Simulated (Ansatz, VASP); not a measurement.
## One calculation of Ga, two programs

```xyz
1
Lattice="0.0000 2.1171 2.1171 2.1171 0.0000 2.1171 2.1171 2.1171 0.0000" Properties=species:S:1:pos:R:3 pbc="T T T"
Ga    0.0000    0.0000    0.0000
```

Alike in both runs: functional PBE; k mesh 13 × 13 × 13; occupations fermi-dirac, width 0.1 eV; no spin polarisation.

Ansatz relaxed the structure, and its values are those at the end. VASP's run is a single point on that final structure, the one shown.

|  | VASP | Ansatz |
| --- | --- | --- |
| version | VASP 6.6.1 | Ansatz 0.2.0 |
| potentials or method | VASP PAW PBE potentials, release 64 (Ga_d), cutoff 520 eV | plane waves (420 eV) with PAW, scalar-relativistic |
| valence electrons in the cell | 13 | 13 |

Ansatz gave:

| Property | Result |
| --- | --- |
| pressure (GPa) | 0.0 |

Q: Estimate VASP's values.

A: Pressure (GPa): 0.1.
